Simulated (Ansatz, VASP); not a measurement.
**Two plane-wave programs on NbAs**

```
Nb As
1.0
     0.00000    2.67248    2.67248
     2.67248    0.00000    2.67248
     2.67248    2.67248    0.00000
Nb As
1 1
Direct
  0.50000 0.50000 0.50000
  0.00000 0.00000 0.00000
```

Alike in both runs: task single point; functional PBE; k mesh 12 × 12 × 12; occupations gaussian, width 0.05 eV; no spin polarisation.

```csv
,VASP,Ansatz
version,VASP 6.6.1,Ansatz 0.2.0
potentials or method,"VASP PAW PBE potentials, release 64 (Nb_sv, As), cutoff 520 eV","scalar-relativistic, plane waves, PAW"
valence electrons in the cell,18,28
```

|  | VASP | Ansatz | Ansatz less VASP |
| --- | --- | --- | --- |
| gap on the k mesh at the Fermi level (eV) | none | none | - |
| pressure (GPa) | -5.3 | -5.3 | -0.01 |

A gap of «none» marks a metal or a gap that the smearing closes. VASP's potentials hold 18 valence electrons a cell and Ansatz's 28, so a difference there can come from the potentials and not from the codes.
